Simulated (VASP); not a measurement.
Write the native input for VASP 6.6.1 that does the following.

| Property | Result |
| --- | --- |
| Task | single point |
| Functional | revPBE |
| Potentials or basis | VASP PAW PBE potentials, release 64 (Pt) |
| Cutoff | 520 eV |
| k mesh | 22 × 22 × 22 |
| Occupations | fermi-dirac, width 0.1 eV |
| Spin | no spin polarisation |
| Dipole correction | no |
| Further INCAR settings | ALGO = Normal; EDIFF = 1e-06; NBANDS = 11 |

The structure of Pt lies in POSCAR:

```
Pt
1.0
    0.0000000000      2.0705940012      2.0705940012
    2.0705940012      0.0000000000      2.0705940012
    2.0705940012      2.0705940012      0.0000000000
Pt
1
Direct
    0.0000000000      0.0000000000      0.0000000000
```

This cell differs from its parent crystal: volume scaled by 1.12.

The input as run:

INCAR

```
PREC     = Accurate       # precision mode
ENCUT    = 520            # plane-wave cutoff, eV
EDIFF    = 1E-6           # SCF threshold, eV
ISMEAR   = -1             # smearing method
SIGMA    = 0.1            # smearing width, eV
LREAL    = False          # projectors in reciprocal space
LASPH    = True           # aspherical terms in the spheres
NELM     = 100            # most SCF steps
ALGO     = Normal         # electronic algorithm
ISIF     = 2              # what is computed and relaxed
LWAVE    = False          # write WAVECAR
LCHARG   = False          # write CHGCAR
GGA      = RE             # functional
NBANDS   = 11             # bands
```

KPOINTS

```
regular mesh
0
Gamma
  22 22 22
```

Potentials or basis: VASP PAW PBE potentials, release 64 (Pt).

The run is started by

```console
$ cat potpaw_PBE.64/Pt/POTCAR > POTCAR
$ mpirun -np 1 vasp_std > vasp.out
```

It gave:

```
Pressure               : -19.5 GPa
Band gap on the k mesh : zero (band 5 reaches 8.80 eV, above the bottom of band 6 at 7.13 eV)
```

Caveat: the PAW data sets were made with another functional, which shifts forces and pressure a little; spin-orbit coupling is left out, which moves the levels of the heavy elements.

It took 14 s on 1 thread of Intel(R) Xeon(R) 6975P-C (Granite Rapids), on a shared host, peak memory 0.2 GiB.
